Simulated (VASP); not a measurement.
# V (I4/mmm) in VASP: notebook

V is run at these levels: PBE; tasks: single point.

Program: VASP 6.6.1. These are calculated values, not measurements. Logs are shortened: lines on timing, memory, paths and dates and some standing lists are left out, and cuts for length are marked.

### Step 1. The cell of the first run

It takes space group I4/mmm (No. 139, tetragonal). Conventional cell: a = 2.981 Å, b = 2.981 Å, c = 3.117 Å, α = 90.00°, β = 90.00°, γ = 90.00°. Within 3.5 Å of V (site symmetry 4/mmm) lie 14 V at 2.62 to 3.12 Å.

### Step 2. Single point, PBE (strain -0.015 along x and y, +0.030 along z)

Contents of INCAR:

```
SYSTEM = V
  PREC = Accurate
  ENCUT = 520
  EDIFF = 1E-6
  ISMEAR = 0
  SIGMA = 0.15
  LREAL = .FALSE.
  LASPH = .TRUE.
  NELM = 80
  ALGO = Fast
  ISIF = 2
  LWAVE = .FALSE.
  LCHARG = .FALSE.
  GGA = PE
  NBANDS = 12
```

Contents of KPOINTS:

```
regular mesh
0
G
  22 22 22
  0 0 0
```

Contents of POSCAR:

```
V
1.0
   -1.4903050000      1.4903050000      1.5583900000
    1.4903050000     -1.4903050000      1.5583900000
    1.4903050000      1.4903050000     -1.5583900000
V
1
Direct
    0.0000000000      0.0000000000      0.0000000000
```

Potentials or basis: VASP PAW PBE potentials, release 64 (V_sv).

The run is started by

```bash
cat potpaw_PBE.64/V_sv/POTCAR > POTCAR
mpirun -np 1 vasp_std > vasp.out
```

OUTCAR:

```text
SYSTEM = V
   PREC = Accurate
   ENCUT = 520
   EDIFF = 1E-6
   ISMEAR = 0
   LREAL = .FALSE.
   LASPH = .TRUE.
   NELM = 80
   ISIF = 2
   GGA = PE

 ion  position               nearest neighbor table
   1  0.000  0.000  0.000-

  LATTYP: Found a body centered tetragonal cell.
 ALAT       =     2.9806100000
 C/A-ratio  =     1.0456852792

  Lattice vectors:

 A1 = (  -1.4903050000,   1.4903050000,   1.5583900000)
 A2 = (   1.4903050000,  -1.4903050000,   1.5583900000)
 A3 = (   1.4903050000,   1.4903050000,  -1.5583900000)

Analysis of symmetry for initial positions (statically):
=====================================================================
 Subroutine PRICEL returns:
 Original cell was already a primitive cell.

 Routine SETGRP: Setting up the symmetry group for a
 body centered tetragonal supercell.

 Subroutine GETGRP returns: Found 16 space group operations
 (whereof 16 operations were pure point group operations)
 out of a pool of 16 trial point group operations.

The static configuration has the point symmetry D_4h.

Analysis of symmetry for dynamics (positions and initial velocities):
=====================================================================
 Subroutine PRICEL returns:
 Original cell was already a primitive cell.

 Routine SETGRP: Setting up the symmetry group for a
 body centered tetragonal supercell.

 Subroutine GETGRP returns: Found 16 space group operations
 (whereof 16 operations were pure point group operations)
 out of a pool of 16 trial point group operations.

The dynamic configuration has the point symmetry D_4h.

 Subroutine INISYM returns: Found 16 space group operations
 (whereof 16 operations are pure point group operations),
 and found     1 'primitive' translations

----------------------------------------------------------------------------------------

                                     Primitive cell

  volume of cell :      13.8448

  direct lattice vectors                    reciprocal lattice vectors
    -1.490305000  1.490305000  1.558390000     0.000000000  0.335501793  0.320843948
     1.490305000 -1.490305000  1.558390000     0.335501793  0.000000000  0.320843948
     1.490305000  1.490305000 -1.558390000     0.335501793  0.335501793  0.000000000

  length of vectors
     2.621182439  2.621182439  2.621182439     0.464222244  0.464222244  0.474471186

  position of ions in fractional coordinates (direct lattice)
     0.000000000  0.000000000  0.000000000

[... 77 lines left out ...]
   EDIFFG = 0.1E-04   stopping-criterion for IOM
   NSW    =      0    number of steps for IOM
   IBRION =     -1    ionic relax: 0-MD 1-quasi-New 2-CG
   NFREE  =      0    steps in history (QN), initial steepest desc. (CG)
   ISIF   =      2    stress and relaxation
   ISYM   =      2    0-nonsym 1-usesym 2-fastsym
   POTIM  = 0.5000    time-step for ionic-motion
   TEBEG  =    0.0;   TEEND  =   0.0 temperature during run
   PSTRESS=    0.0 pullay stress
   NELECT =      13.0000    total number of electrons
   NUPDOWN=      -1.0000    fix difference up-down
   EMIN   =  10.00;   EMAX   =-10.00  energy-range for DOS
   EFERMI =   0.00;   METHOD = LEGACY
   ISMEAR =     0;   SIGMA  =   0.15  broadening in eV -4-tet -1-fermi 0-gaus
   EFERMI_NEDOS =   21; number of points for ismear=-14 and -15
   IALGO  =     68    algorithm
   IMIX   =      4    mixing-type and parameters
     AMIX     =   0.40;   BMIX     =  1.00
     AMIX_MAG =   1.60;   BMIX_MAG =  1.00
  volume/ion in A,a.u.               =      13.84        93.43
  Fermi-wavevector in a.u.,A,eV,Ry     =   1.603099  3.029419 34.965991  2.569928
  Thomas-Fermi vector in A             =   2.699816
   LORBIT       =      0    0 simple, 1 ext, 2 COOP (PROOUT), +10 PAW based schemes
   GGA     = PE    functional components
   LHFCALC =     F    Hartree Fock is set to
   AEXX    =    0.0000 exact exchange contribution
   IVDW    =     0    specifies the selected vdW correction
   LEPSILON=     F    determine dielectric tensor
   LRPA    =     F    only Hartree local field effects (RPA)
 non-spin polarized calculation
 RMM-DIIS sequential band-by-band and
 Gauss-broadening in eV      SIGMA  =   0.15
  energy-cutoff  :      520.00
  volume of cell :       13.84
 maximum number of plane-waves:       394
   NGX =  9   NGY =  9   NGZ =  9

 number of electron      12.9999998 magnetization

 Free energy of the ion-electron system (eV)
  ---------------------------------------------------
  ext. energy  EPLUGINS =         0.00000000
  ---------------------------------------------------
  free energy    TOTEN  =        -8.98973702 eV

  energy without entropy =       -8.96874050  energy(sigma->0) =       -8.97923876

 E-fermi :   9.3807     XC(G=0): -12.7563

 val. band max:        9.3804844101   @ k =  -0.3182  -0.4545   0.1818
 cond. band min:       9.3835885651   @ k =   0.1818   0.0000   0.0000
 fundamental gap:      0.0031041550
 Fermi energy:         9.3807222048

 k-point     1 :       0.0000    0.0000    0.0000
  band No.  band energies     occupation
      1     -54.3834      2.00000
      2     -27.7267      2.00000
      3     -27.7267      2.00000
      4     -27.7261      2.00000
      5       2.8441      2.00000
      6       9.6756      0.00544
      7       9.6756      0.00544
      8      10.0079      0.00000
      9      11.5111      0.00000
     10      11.8884      0.00000
     11      29.0699      0.00000
     12      29.9524      0.00000
[... 331 lines left out ...]
 k-point    24 :      -0.4545    0.0455    0.0000
  band No.  band energies     occupation
      1     -54.2152      2.00000
      2     -28.5134      2.00000
      3     -27.9676      2.00000
      4     -27.7338      2.00000
      5       6.3248      2.00000
      6       8.4967      2.00000
      7      10.2352      0.00000
      8      11.5123      0.00000
      9      12.1226      0.00000
     10      13.2133      0.00000
     11      19.7310      0.00000
     12      25.3991      0.00000

 [... further k-points ...]
[... 5 lines left out ...]
  --------------------------------------------------------------------------------------
  -------------------------------------------------------------------------------------
  Total       -0.2375800     -0.2375800     -0.6787192      0.0000000      0.0000000      0.0000000
  in kB      -27.4937548    -27.4937548    -78.5442290      0.0000000      0.0000000      0.0000000
  external PRESSURE =     -44.5105795 kB  Pullay stress =       0.0000000 kB

 VOLUME and BASIS-vectors are now :
 -----------------------------------------------------------------------------
  energy-cutoff  :      520.00
  volume of cell :       13.84
      direct lattice vectors                 reciprocal lattice vectors
    -1.490305000  1.490305000  1.558390000     0.000000000  0.335501793  0.320843948
     1.490305000 -1.490305000  1.558390000     0.335501793  0.000000000  0.320843948
     1.490305000  1.490305000 -1.558390000     0.335501793  0.335501793  0.000000000

 POSITION                                       TOTAL-FORCE (eV/Angst)
 -----------------------------------------------------------------------------------
      0.00000      0.00000      0.00000         0.000000     -0.000000      0.000000
 -----------------------------------------------------------------------------------
    total drift:                                0.000000     -0.000000      0.000000

  FREE ENERGIE OF THE ION-ELECTRON SYSTEM (eV)
  ---------------------------------------------------
  free  energy   TOTEN  =        -8.9897370192 eV

  energy  without entropy=       -8.9687405044  energy(sigma->0) =       -8.97923876
```

OSZICAR:

```text
N       E                     dE             d eps       ncg     rms          rms(c)
DAV:   1     0.916713885012E+02    0.91671E+02   -0.70317E+03 20072   0.118E+03
DAV:   2    -0.910776228455E+01   -0.10078E+03   -0.97876E+02 20360   0.331E+02
DAV:   3    -0.104238279020E+02   -0.13161E+01   -0.13126E+01 22364   0.442E+01
DAV:   4    -0.104306076699E+02   -0.67798E-02   -0.67797E-02 21548   0.338E+00
DAV:   5    -0.104306904498E+02   -0.82780E-04   -0.82780E-04 22096   0.352E-01    0.176E+01
RMM:   6    -0.900890169022E+01    0.14218E+01   -0.33352E+00 20659   0.215E+01    0.141E+00
RMM:   7    -0.899763051425E+01    0.11271E-01   -0.73377E-02 21585   0.302E+00    0.880E-01
RMM:   8    -0.898965193781E+01    0.79786E-02   -0.72627E-03 22313   0.119E+00    0.418E-02
RMM:   9    -0.898973784534E+01   -0.85908E-04   -0.80477E-04 22832   0.376E-01    0.334E-02
RMM:  10    -0.898974309474E+01   -0.52494E-05   -0.11805E-04 22344   0.164E-01    0.310E-02
RMM:  11    -0.898973650117E+01    0.65936E-05   -0.38956E-05 22276   0.845E-02    0.458E-03
RMM:  12    -0.898973701917E+01   -0.51799E-06   -0.50084E-06 19033   0.372E-02
   1 F= -.89897370E+01 E0= -.89792388E+01  d E =-.209965E-01
```

stdout:

```text
POSCAR found type information on POSCAR V
 POSCAR found :  1 types and       1 ions
 scaLAPACK will be used
 LDA part: xc-table for (Slater+PW92), standard interpolation
 POSCAR, INCAR and KPOINTS ok, starting setup
 FFT: planning ... GRIDC
 FFT: planning ... GRID_SOFT
 FFT: planning ... GRID
 WAVECAR not read
 entering main loop
```

Run time: 60 s. Hardware: 1 thread of Intel Xeon Platinum 8488C (Sapphire Rapids), shared host; peak memory 0.24 GiB.

Results:

```yaml
Free_energy: -8.9897 eV
Pressure: -4.5 GPa
Band_gap_on_the_k_mesh: zero (an odd number of electrons rules out a gap without spin polarisation)
```

Stress tensor (GPa, compression positive):
```
-2.75  0.00  0.00
 0.00 -2.75  0.00
 0.00  0.00 -7.85
```

Levels at points of the mesh, in eV from the Fermi level:
```
           k point  band 3  band 4  band 5  band 6  band 7  band 8  band 9  band 10  band 11  band 12
(0.00, 0.00, 0.00)  -37.11  -37.11   -6.54    0.29    0.29    0.63    2.13     2.51    19.69    20.57
(0.50, 0.00, 0.00)  -37.35  -37.11   -3.08   -0.94    1.42    2.12    2.70     3.93     9.70    15.87
(0.50, 0.50, 0.00)  -37.38  -37.13   -3.11   -1.35    1.78    2.58    2.79     3.99    10.08    15.32
(0.50, 0.50, 0.50)  -37.65  -37.65   -2.94   -2.81    3.52    3.61    3.61     8.99    10.43    10.43
```

Caveat: the cell differs from its parent crystal (strain -0.015 along x and y, +0.030 along z); the stress differs along the axes, from -8 to -3 GPa.

### Step 3. Single point, PBE (strain +0.000 along x and y, +0.030 along z)

Contents of INCAR:

```
PREC = Accurate ; ENCUT = 520
EDIFF = 1E-7 ; ISMEAR = 0
SIGMA = 0.15 ; LREAL = F
LASPH = T ; NELM = 100
ALGO = Fast ; ISIF = 2
LWAVE = F ; LCHARG = F
GGA = PE ; NBANDS = 12
```

Contents of KPOINTS:

```
Automatic mesh
0
Gamma
  22 22 22
```

Contents of POSCAR:

```
V
1.0
   -1.5130000000      1.5130000000      1.5583900000
    1.5130000000     -1.5130000000      1.5583900000
    1.5130000000      1.5130000000     -1.5583900000
V
1
Direct
    0.0000000000      0.0000000000      0.0000000000
```

Potentials or basis: VASP PAW PBE potentials, release 64 (V_sv).

The run is started by

```bash
cat potpaw_PBE.64/V_sv/POTCAR > POTCAR
mpirun -np 1 vasp_std > vasp.out
```

Run time: 73 s. Hardware: 1 thread of Intel Xeon Platinum 8488C (Sapphire Rapids), shared host; peak memory 0.24 GiB.

It converged, with:

```
Free energy            : -8.9752 eV
Pressure               : -9.2 GPa
Band gap on the k mesh : zero (an odd number of electrons rules out a gap without spin polarisation)
```

Stress tensor (GPa, compression positive):
```
 -8.16   0.00   0.00
  0.00  -8.16   0.00
  0.00   0.00 -11.26
```

Levels at points of the mesh, in eV from the Fermi level:
```
           k point  band 3  band 4  band 5  band 6  band 7  band 8  band 9  band 10  band 11  band 12
(0.00, 0.00, 0.00)  -37.19  -37.18   -6.46    0.32    0.32    0.54    2.13     2.37    19.65    20.23
(0.50, 0.00, 0.00)  -37.42  -37.19   -2.98   -0.94    1.37    2.13    2.58     3.79     9.38    15.58
(0.50, 0.50, 0.00)  -37.43  -37.20   -3.00   -1.20    1.60    2.40    2.65     3.82     9.63    15.21
(0.50, 0.50, 0.50)  -37.68  -37.68   -2.79   -2.71    3.41    3.46    3.46     9.05     9.99     9.99
```

Caveat: the cell differs from its parent crystal (strain +0.000 along x and y, +0.030 along z); the cell stands under tension.

### Step 4. Single point, PBE (strain +0.030 along x and y, -0.030 along z)

Contents of INCAR:

```
SYSTEM = V
PREC     = Accurate       ! precision mode
ENCUT    = 520            ! plane-wave cutoff, eV
EDIFF    = 1E-7           ! SCF threshold, eV
ISMEAR   = 0              ! smearing method
SIGMA    = 0.15           ! smearing width, eV
LREAL    = .FALSE.        ! projectors in reciprocal space
LASPH    = .TRUE.         ! aspherical terms in the spheres
NELM     = 100            ! most SCF steps
ALGO     = Fast           ! electronic algorithm
ISIF     = 2              ! what is computed and relaxed
LWAVE    = .FALSE.        ! write WAVECAR
LCHARG   = .FALSE.        ! write CHGCAR
GGA      = PE             ! functional
NBANDS   = 12             ! bands
```

Contents of KPOINTS:

```
regular mesh
0
G
  22 22 22
  0 0 0
```

Contents of POSCAR:

```
V
1.0
   -1.5583900000      1.5583900000      1.4676100000
    1.5583900000     -1.5583900000      1.4676100000
    1.5583900000      1.5583900000     -1.4676100000
V
1
Direct
    0.0000000000      0.0000000000      0.0000000000
```

The run is started by

```bash
cat potpaw_PBE.64/V_sv/POTCAR > POTCAR
mpirun -np 1 vasp_std > vasp.out
```

Run time: 74 s. Hardware: 1 thread of Intel Xeon Platinum 8488C (Sapphire Rapids), shared host; peak memory 0.24 GiB.

The run converged. Its results:

```
Free energy            : -8.9680 eV
Pressure               : -8.9 GPa
Band gap on the k mesh : zero (an odd number of electrons rules out a gap without spin polarisation)
```

Stress tensor (GPa, compression positive):
```
-10.77   0.00   0.00
  0.00 -10.77   0.00
  0.00   0.00  -5.17
```

Levels at points of the mesh, in eV from the Fermi level:
```csv
k point,band 3,band 4,band 5,band 6,band 7,band 8,band 9,band 10
"(0.00, 0.00, 0.00)",-37.19,-37.19,-6.47,0.10,0.56,0.56,1.96,2.49
"(0.50, 0.00, 0.00)",-37.43,-37.21,-3.01,-1.21,1.61,2.26,2.79,3.81
"(0.50, 0.50, 0.00)",-37.40,-37.17,-2.98,-0.66,1.13,1.89,2.44,3.75
"(0.50, 0.50, 0.50)",-37.73,-37.65,-2.83,-2.68,3.41,3.41,3.52,9.03
```

Caveat: the cell differs from its parent crystal (strain +0.030 along x and y, -0.030 along z); the stress differs along the axes, from -11 to -5 GPa.

### Step 5. Summary

| cell | further INCAR settings | gap on the mesh (eV) | pressure (GPa) |
| --- | --- | --- | --- |
| a = 2.621 Å, angles 110.7, 110.7, 107.0°, 1 atom | ALGO = Fast; EDIFF = 1e-06; NBANDS = 12 | none | -4.5 |
| a = 2.647 Å, angles 110.3, 110.3, 107.9°, 1 atom | ALGO = Fast; EDIFF = 1e-07; NBANDS = 12 | none | -9.2 |
| a = 2.648 Å, angles 107.9, 107.9, 112.7°, 1 atom | ALGO = Fast; EDIFF = 1e-07; NBANDS = 12 | none | -8.9 |

Alike in all rows: task single point; level PBE; potentials or basis VASP PAW PBE potentials, release 64 (V_sv); no spin polarisation; k mesh 22 × 22 × 22; cutoff (eV) 520; smearing gaussian 0.15 eV.

Caveats: the stress differs along the axes, from -8 to -3 GPa (at least some runs); the cell stands under tension (at least some runs); the stress differs along the axes, from -11 to -5 GPa (at least some runs).

Absolute energies hang on the potentials; compare differences alone.
